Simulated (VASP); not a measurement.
**AlN: dielectric tensor with r2SCAN**

Crystal: AlN.

```
Al N
1.0
     0.00000    1.95830    2.07043
     1.95830    0.00000    2.07043
     1.95830    1.95830    0.00000
Al N
1 1
Direct
  0.00000 0.00000 0.00000
  0.50000 0.50000 0.50000
```

This cell differs from its parent crystal: epitaxial xy strain -3.0%.

```json
{
  "Program": "VASP 6.6.1",
  "Task": "dielectric tensor",
  "Functional": "r2SCAN",
  "Potentials or basis": "VASP PAW PBE potentials, release 64 (Al, N)",
  "Cutoff": "520 eV",
  "k mesh": "10 × 10 × 10",
  "Occupations": "gaussian, width 0.01 eV",
  "Spin": "no spin polarisation",
  "Dipole correction": "no",
  "Further INCAR settings": "ALGO = Normal; EDIFF = 1e-08"
}
```

```
Band gap on the k mesh                  : 5.51 eV (least direct gap 6.81 eV)
Electronic dielectric tensor (diagonal) : 4.55, 4.55, 4.81
Born charges (mean of the diagonal)     : Al +2.91; N -2.91 e
```

Levels at points of the mesh, in eV from the valence-band top:
```
           k point  band 1  band 2  band 3  band 4  band 5  band 6  band 7  band 8
(0.00, 0.00, 0.00)  -19.01   -0.37   -0.37    0.00    6.81   12.31   13.12   13.12
(0.50, 0.00, 0.00)  -15.61   -8.94   -1.61   -1.35    6.82   11.55   12.72   14.96
(0.50, 0.50, 0.00)  -14.93   -8.22   -2.94   -2.94    6.06    6.11   15.17   19.57
(0.50, 0.00, 0.50)  -14.43   -7.97   -3.75   -3.00    5.51    5.53   15.87   17.97
```

Electronic dielectric tensor:
```
4.55 0.00 0.00
0.00 4.55 0.00
0.00 0.00 4.81
```

Born effective charge tensors (e):
atom 1, Al
```
2.88 0.00 0.00
0.00 2.88 0.00
0.00 0.00 2.97
```
atom 2, N
```
-2.88  0.00  0.00
 0.00 -2.88  0.00
 0.00  0.00 -2.97
```

Dipole moments of the cell (e·Å, modulo the quantum): ionic -9.792, -9.792, -10.352; electronic 0.000, 0.000, 0.003

It took 14 min on 1 thread of Intel(R) Xeon(R) 6975P-C (Granite Rapids), with other jobs on the host, peak memory 0.38 GiB.

Caveat: the cell differs from its parent crystal (epitaxial xy strain -3.0%). A k mesh can miss the band edges.
